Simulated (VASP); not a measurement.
A run of VASP 6.6.1 is set up as follows.

File POSCAR:

```
CaO
1.0
    1.2958483921      3.2396209802      3.2396209802
    3.2396209802      1.2958483921      3.2396209802
    3.2396209802      3.2396209802      1.2958483921
Ca O
1 1
Direct
    0.0000000000      0.0000000000      0.0000000000
    0.5000000000      0.5000000000      0.5000000000
```

File INCAR.step1:

```
SYSTEM = CaO
PREC     = Accurate       ! precision mode
ENCUT    = 520            ! plane-wave cutoff, eV
ISMEAR   = 0              ! smearing method
SIGMA    = 0.05           ! smearing width, eV
LREAL    = .False.        ! projectors in reciprocal space
LASPH    = .True.         ! aspherical terms in the spheres
NELM     = 100            ! most SCF steps
NBANDS   = 15             ! bands
GGA      = PE             ! functional
ALGO     = Normal         ! electronic algorithm
EDIFF    = 1E-4           ! SCF threshold, eV
LWAVE    = .True.         ! write WAVECAR
LCHARG   = .False.        ! write CHGCAR
```

INCAR.step2

```
SYSTEM = CaO
PREC     = Accurate       ! precision mode
ENCUT    = 520            ! plane-wave cutoff, eV
EDIFF    = 1E-6           ! SCF threshold, eV
ISMEAR   = 0              ! smearing method
SIGMA    = 0.05           ! smearing width, eV
LREAL    = .False.        ! projectors in reciprocal space
LASPH    = .True.         ! aspherical terms in the spheres
NELM     = 100            ! most SCF steps
ALGO     = Normal         ! electronic algorithm
ISIF     = 2              ! what is computed and relaxed
LWAVE    = .False.        ! write WAVECAR
LCHARG   = .False.        ! write CHGCAR
METAGGA  = R2SCAN         ! meta-GGA
LMIXTAU  = .True.       
NBANDS   = 15             ! bands
ISTART   = 1
```

Contents of KPOINTS:

```
regular mesh
0
Gamma
  10 10 10
  0 0 0
```

Potentials or basis: VASP PAW PBE potentials, release 64 (Ca_sv, O).

Command:

```sh
$ cat potpaw_PBE.64/Ca_sv/POTCAR potpaw_PBE.64/O/POTCAR > POTCAR
$ cp INCAR.step1 INCAR
$ mpirun -np 1 vasp_std > vasp.out
$ cp INCAR.step2 INCAR
$ mpirun -np 1 vasp_std > vasp.out
```

Question: Estimate the band gap on the k mesh.

Answer: Zero (bands 8 and 9 overlap by 0.86 eV).

Question: What does it give for the pressure?

Answer: -3.4 GPa.

Stress tensor (GPa, compression positive):
```
 -3.38 -39.16 -39.16
-39.16  -3.38 -39.16
-39.16 -39.16  -3.38
```

Caveat: the cell stands under tension; the PAW data sets were made with another functional, which shifts forces and pressure a little.
